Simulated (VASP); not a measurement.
# ReB6 (R-3) in VASP: further runs, part 2 of 2

VASP 6.6.1.

## (4) Relaxation of cell and atoms, PBE

INCAR

```
ALGO     = Normal         # electronic algorithm
EDIFF    = 1E-6           # SCF threshold, eV
EDIFFG   = -0.04          # ionic threshold
ENCUT    = 600            # plane-wave cutoff, eV
GGA      = PE             # functional
IBRION   = 2              # ionic algorithm
ISIF     = 3              # what is computed and relaxed
ISMEAR   = 0              # smearing method
LASPH    = True           # aspherical terms in the spheres
LCHARG   = False          # write CHGCAR
LREAL    = False          # projectors in reciprocal space
LWAVE    = False          # write WAVECAR
NELM     = 60             # most SCF steps
NSW      = 90             # ionic steps
PREC     = Accurate       # precision mode
SIGMA    = 0.1            # smearing width, eV
```

KPOINTS

```
k-points
0
Gamma
  6 6 6
```

POSCAR

```
ReB6
1.0
    2.2025079400      1.2716185500      3.3576785400
   -2.2025079400      1.2716185500      3.3576785400
    0.0000000000     -2.5432371000      3.3576785400
Re B
1 6
Direct
    0.5000000000      0.5000000000      0.5000000000
    0.9763144500      0.6664435600      0.3393008200
    0.3393008200      0.9763144500      0.6664435600
    0.6664435600      0.3393008200      0.9763144500
    0.0236855500      0.3335564400      0.6606991800
    0.6606991800      0.0236855500      0.3335564400
    0.3335564400      0.6606991800      0.0236855500
```

Potentials or basis: VASP PAW PBE potentials, release 64 (Re, B).

Launch:

```console
$ cat potpaw_PBE.64/Re/POTCAR potpaw_PBE.64/B/POTCAR > POTCAR
$ mpirun -np 1 vasp_std > vasp.out
```

OUTCAR:

```text
EDIFF = 1E-6
   EDIFFG = -0.04
   ENCUT = 600
   GGA = PE
   IBRION = 2
   ISIF = 3
   ISMEAR = 0
   LASPH = True
   LREAL = False
   NELM = 60
   NSW = 90
   PREC = Accurate

 ion  position               nearest neighbor table
   1  0.500  0.500  0.500-   2 2.14   5 2.14   4 2.14   7 2.14   6 2.14   3 2.14   7 2.31   4 2.31
                             6 2.31   3 2.31   5 2.31   2 2.31
   2  0.976  0.666  0.339-   5 1.45   7 1.49   6 1.49   1 2.14   1 2.31
   3  0.339  0.976  0.666-   6 1.45   7 1.49   5 1.49   1 2.14   1 2.31
   4  0.666  0.339  0.976-   7 1.45   6 1.49   5 1.49   1 2.14   1 2.31
   5  0.024  0.334  0.661-   2 1.45   4 1.49   3 1.49   1 2.14   1 2.31
   6  0.661  0.024  0.334-   3 1.45   4 1.49   2 1.49   1 2.14   1 2.31
   7  0.334  0.661  0.024-   4 1.45   3 1.49   2 1.49   1 2.14   1 2.31

  LATTYP: Found a trigonal (rhomboedric) cell.
 ALAT       =     4.2121324932
 COS(alpha) =     0.4531591949

  Lattice vectors:

 A1 = (   2.2025079400,   1.2716185500,   3.3576785400)
 A2 = (  -2.2025079400,   1.2716185500,   3.3576785400)
 A3 = (   0.0000000000,  -2.5432371000,   3.3576785400)

Analysis of symmetry for initial positions (statically):
=====================================================================
 Subroutine PRICEL returns:
 Original cell was already a primitive cell.

 Routine SETGRP: Setting up the symmetry group for a
 trigonal (rhombohedral) supercell.

 Subroutine GETGRP returns: Found  6 space group operations
 (whereof  6 operations were pure point group operations)
 out of a pool of 12 trial point group operations.

The static configuration has the point symmetry S_6 .

Analysis of symmetry for dynamics (positions and initial velocities):
=====================================================================
 Subroutine PRICEL returns:
 Original cell was already a primitive cell.

 Routine SETGRP: Setting up the symmetry group for a
 trigonal (rhombohedral) supercell.

 Subroutine GETGRP returns: Found  6 space group operations
 (whereof  6 operations were pure point group operations)
 out of a pool of 12 trial point group operations.

The dynamic configuration has the point symmetry S_6 .

 Subroutine INISYM returns: Found  6 space group operations
 (whereof  6 operations are pure point group operations),
 and found     1 'primitive' translations

----------------------------------------------------------------------------------------

                                     Primitive cell

  volume of cell :      56.4241

  direct lattice vectors                    reciprocal lattice vectors
     2.202507940  1.271618550  3.357678540     0.227013938  0.131066558  0.099274939
    -2.202507940  1.271618550  3.357678540    -0.227013938  0.131066558  0.099274939
     0.000000000 -2.543237100  3.357678540     0.000000000 -0.262133116  0.099274939

  length of vectors
     4.212132493  4.212132493  4.212132491     0.280302130  0.280302130  0.280302130

  position of ions in fractional coordinates (direct lattice)
     0.500000000  0.500000000  0.500000000
     0.976314450  0.666443560  0.339300820
     0.339300820  0.976314450  0.666443560
     0.666443560  0.339300820  0.976314450
     0.023685550  0.333556440  0.660699180
     0.660699180  0.023685550  0.333556440
     0.333556440  0.660699180  0.023685550

  ion indices of the primitive-cell ions
   primitive index   ion index
                 1           1
                 2           2
[... 70 lines left out ...]
   ICHARG =      2    charge: 1-file 2-atom 10-const
   ISPIN  =      1    spin polarized calculation?
   LNONCOLLINEAR =      F non collinear calculations
   LSORBIT =      F    spin-orbit coupling
   LASPH  =      T    aspherical Exc in radial PAW
   ENCUT  =  600.0 eV  44.10 Ry    6.64 a.u.   8.41  8.41  8.41*2*pi/ulx,y,z
   NELM   =     60;   NELMIN=  2; NELMDL= -5     # of ELM steps
   EDIFF  = 0.1E-05   stopping-criterion for ELM
   LREAL  =      F    real-space projection
   EDIFFG = -.4E-01   stopping-criterion for IOM
   NSW    =     90    number of steps for IOM
   IBRION =      2    ionic relax: 0-MD 1-quasi-New 2-CG
   NFREE  =      1    steps in history (QN), initial steepest desc. (CG)
   ISIF   =      3    stress and relaxation
   ISYM   =      2    0-nonsym 1-usesym 2-fastsym
   POTIM  = 0.5000    time-step for ionic-motion
   TEBEG  =    0.0;   TEEND  =   0.0 temperature during run
   PSTRESS=    0.0 pullay stress
   NELECT =      25.0000    total number of electrons
   NUPDOWN=      -1.0000    fix difference up-down
   EMIN   =  10.00;   EMAX   =-10.00  energy-range for DOS
   EFERMI =   0.00;   METHOD = LEGACY
   ISMEAR =     0;   SIGMA  =   0.10  broadening in eV -4-tet -1-fermi 0-gaus
   EFERMI_NEDOS =   21; number of points for ismear=-14 and -15
   IALGO  =     38    algorithm
   IMIX   =      4    mixing-type and parameters
     AMIX     =   0.40;   BMIX     =  1.00
     AMIX_MAG =   1.60;   BMIX_MAG =  1.00
  volume/ion in A,a.u.               =       8.06        54.40
  Fermi-wavevector in a.u.,A,eV,Ry     =   1.248054  2.358479 21.192952  1.557638
  Thomas-Fermi vector in A             =   2.382158
   LORBIT       =      0    0 simple, 1 ext, 2 COOP (PROOUT), +10 PAW based schemes
   GGA     = PE    functional components
   LHFCALC =     F    Hartree Fock is set to
   AEXX    =    0.0000 exact exchange contribution
   IVDW    =     0    specifies the selected vdW correction
   LEPSILON=     F    determine dielectric tensor
   LRPA    =     F    only Hartree local field effects (RPA)
 conjugate gradient relaxation of ions
 non-spin polarized calculation
 Gauss-broadening in eV      SIGMA  =   0.10
  energy-cutoff  :      600.00
  volume of cell :       56.42
 maximum number of plane-waves:      1898
 NGX is ok and might be reduce to    36
   NGX = 17   NGY = 17   NGZ = 17

--------------------------------------- Ionic step        1  -------------------------------------------

 number of electron      25.0000000 magnetization

 Free energy of the ion-electron system (eV)
  ---------------------------------------------------
  ext. energy  EPLUGINS =         0.00000000
  ---------------------------------------------------
  free energy    TOTEN  =       -42.46972458 eV

  energy without entropy =      -42.45474499  energy(sigma->0) =      -42.46223479

------------------------ aborting loop because EDIFF is reached ----------------------------------------

  FORCE on cell =-STRESS in cart. coord.  units (eV):
  Direction    XX          YY          ZZ          XY          YZ          ZX
  --------------------------------------------------------------------------------------
  -------------------------------------------------------------------------------------
  Total       44.9594319     44.9594318      1.5703215      0.0000000      0.0000000     -0.0000000
  in kB     1276.6348475   1276.6348434     44.5896913      0.0000002      0.0000000     -0.0000000
  external PRESSURE =     865.9531274 kB  Pullay stress =       0.0000000 kB
[... 28 lines left out ...]
--------------------------------------- Ionic step        2  -------------------------------------------

 number of electron      25.0000000 magnetization

 E-fermi :   1.9177     XC(G=0):  -9.7655

 val. band max:        1.9173389540   @ k =   0.3333   0.3333   0.1667
 cond. band min:       1.9281928457   @ k =   0.0000   0.0000   0.0000
 fundamental gap:      0.0108538917
 Fermi energy:         1.9177051970

 k-point     1 :       0.0000    0.0000    0.0000
  band No.  band energies     occupation
      1      -8.6619      2.00000
      2      -4.6020      2.00000
      3      -4.6020      2.00000
      4      -3.8897      2.00000
      5      -3.8897      2.00000
      6      -1.9725      2.00000
[... 522 lines left out ...]
  FREE ENERGIE OF THE ION-ELECTRON SYSTEM (eV)
  ---------------------------------------------------
  free  energy   TOTEN  =       -48.2245012687 eV

  energy  without entropy=      -48.2032141142  energy(sigma->0) =      -48.21385769

[... ionic steps 4 to 13 ...]

--------------------------------------- Ionic step       14  -------------------------------------------

 number of electron      25.0000000 magnetization

------------------------ aborting loop because EDIFF is reached ----------------------------------------
[... 77 lines left out ...]
--------------------------------------- Ionic step       16  -------------------------------------------

 number of electron      25.0000000 magnetization

 Free energy of the ion-electron system (eV)
  ---------------------------------------------------
  ext. energy  EPLUGINS =         0.00000000
  ---------------------------------------------------
  free energy    TOTEN  =       -50.63420068 eV

  energy without entropy =      -50.62511893  energy(sigma->0) =      -50.62965981

 E-fermi :   6.1335     XC(G=0): -11.8600

 val. band max:        6.1241129714   @ k =   0.5000   0.3333   0.1667
 cond. band min:       6.1952386683   @ k =   0.3333   0.0000  -0.1667
 fundamental gap:      0.0711256969
 Fermi energy:         6.1335147347

 k-point     1 :       0.0000    0.0000    0.0000
  band No.  band energies     occupation
      1      -7.7815      2.00000
      2      -2.7140      2.00000
      3      -2.7140      2.00000
      4      -0.4619      2.00000
      5      -0.4619      2.00000
      6       0.5752      2.00000
[... 481 lines left out ...]
  FREE ENERGIE OF THE ION-ELECTRON SYSTEM (eV)
  ---------------------------------------------------
  free  energy   TOTEN  =       -50.6342006751 eV

  energy  without entropy=      -50.6251189350  energy(sigma->0) =      -50.62965981

 reached required accuracy - stopping structural energy minimisation
```

Run time: 16 min. Hardware: 1 thread of Intel Xeon Platinum 8375C at 2.90GHz (Ice Lake), shared host; peak memory 0.24 GiB.

What came out:

* Free energy: -50.6342 eV
* Relaxed volume: 8.88 Å³/atom
* Relaxed cell: a = 3.964 Å, b = 3.964 Å, c = 3.964 Å, α = 87.53°, β = 87.53°, γ = 87.53°
* Space group after relaxing (to 0.05 Å): R-3m (No. 166)
* Energy gained by relaxing: 1166.4 meV/atom
* Ionic steps: 16
* Pressure after relaxing: 0.3 GPa
* Largest force after relaxing: 0.020 eV/Å

Forces on the atoms (eV/Å):
```
Re   0.000  0.000  0.000
B   -0.017  0.002 -0.011
B    0.007 -0.016 -0.011
B    0.010  0.014 -0.011
B    0.017 -0.002  0.011
B   -0.007  0.016  0.011
B   -0.010 -0.014  0.011
```

Step by step:
```tsv
step	energy change (eV)	largest force (eV/Å)	pressure (GPa)	volume (Å³)
1	0.0000	1.6136	86.60	56.42
2	-2.1615	0.7651	-36.66	97.86
3	-5.7548	1.5785	-9.35	75.51
4	-5.7627	1.5833	-7.91	74.92
5	-6.8294	0.7367	-7.93	72.53
6	-6.9735	1.2441	-5.91	71.43
7	-7.4640	0.6462	2.00	66.92
8	-7.5963	0.7967	9.33	63.93
9	-7.9082	0.6868	2.22	64.06
10	-8.0202	0.7841	-4.90	63.97
11	-8.0210	0.7599	-3.78	64.01
12	-8.1319	0.4120	-1.79	62.80
13	-8.1569	0.1695	-0.06	61.95
14	-8.1569	0.1587	0.02	61.91
15	-8.1620	0.0919	0.15	62.00
16	-8.1645	0.0205	0.34	62.13
```

Final structure:
```yaml
crystal:
  lattice:
    - [2.74192, 1.58305, 2.38549]
    - [-2.74192, 1.58305, 2.38549]
    - [0.00000, -3.16610, 2.38549]
  atoms:
    - { symbol: Re, position: [0.50000, 0.50000, 0.50000] }
    - { symbol: B, position: [0.00023, 0.67921, 0.32085] }
    - { symbol: B, position: [0.32085, 0.00023, 0.67921] }
    - { symbol: B, position: [0.67921, 0.32085, 0.00023] }
    - { symbol: B, position: [0.99977, 0.32079, 0.67915] }
    - { symbol: B, position: [0.67915, 0.99977, 0.32079] }
    - { symbol: B, position: [0.32079, 0.67915, 0.99977] }
```

Levels at points of the mesh, in eV from the Fermi level:
| k point | band 9 | band 10 | band 11 | band 12 | band 13 | band 14 | band 15 | band 16 |
| --- | --- | --- | --- | --- | --- | --- | --- | --- |
| (0.00, 0.00, 0.00) | -4.58 | -1.40 | -1.40 | -1.39 | 0.72 | 0.72 | 4.09 | 4.43 |
| (0.50, 0.00, 0.00) | -3.67 | -3.18 | -2.63 | -2.09 | 0.23 | 1.73 | 2.41 | 5.03 |
| (0.50, 0.50, 0.00) | -3.13 | -3.09 | -2.53 | -2.02 | -1.91 | 1.24 | 2.98 | 3.21 |
| (0.50, 0.50, 0.50) | -3.02 | -3.02 | 0.14 | 0.14 | 0.25 | 0.25 | 1.26 | 4.38 |

Caveat: spin-orbit coupling is left out, which moves the levels of the heavy elements.

## (5) The runs side by side

```tsv
task	cell	cutoff (eV)	gap on the mesh (eV)	pressure (GPa)	largest force (eV/Å)
single point	a = 4.212 Å, angles 63.1°, 7 atoms	520	none	86.6	1.61
single point	a = 3.959 Å, angles 87.5°, 7 atoms	520	none	1.4	0.03
relaxation of cell and atoms	relaxed from a = 4.212 Å, angles 63.1°, 7 atoms	600	none	0.3	0.02
```

Alike in all rows: level PBE; potentials or basis VASP PAW PBE potentials, release 64 (Re, B); no spin polarisation; k mesh 6 × 6 × 6; smearing gaussian 0.1 eV.

Caveats: spin-orbit coupling is left out, which moves the levels of the heavy elements; forces of over 1 eV/Å act on the atoms, so gaps and moduli don't describe the material at rest (some runs).

Absolute energies hang on the potentials; compare differences alone.
